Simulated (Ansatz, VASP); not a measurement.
**Two plane-wave programs on LiF**

```xyz
4
Lattice="2.7757 0.0000 0.0000 -1.3879 2.4038 0.0000 0.0000 0.0000 4.7827" Properties=species:S:1:pos:R:3 pbc="T T T"
Li    0.0000    0.0000    0.0000
Li    0.0000    0.0000    2.3913
F     0.0000    1.6026    1.1957
F     1.3879    0.8013    3.5870
```

Alike in both runs: task single point; functional PBE-based screened hybrid; k mesh 6 × 6 × 2; no spin polarisation.

|  | VASP | Ansatz |
| --- | --- | --- |
| version | VASP 6.6.1 | Ansatz 0.2.0 |
| potentials or method | VASP PAW PBE potentials, release 64 (Li_sv, F) | plane waves |
| plane-wave cutoff (eV) | 520 | 420 |
| occupations | gaussian, width 0.01 eV | fixed |
| valence electrons in the cell | 20 | 20 |

Ansatz gave:

* gap on the k mesh at the Fermi level (eV): 11.35

Problem. Estimate VASP's values.

Solution. gap on the k mesh at the Fermi level (eV): 11.34.

VASP's potentials were made for PBE, not for PBE-based screened hybrid. Ansatz's warnings: stress exchange threshold loose, stress scf threshold loose.

The k mesh is coarse, so the values compare programs but aren't converged. Noted on VASP's run: the cutoff is short for stress, so the pressure is rough.
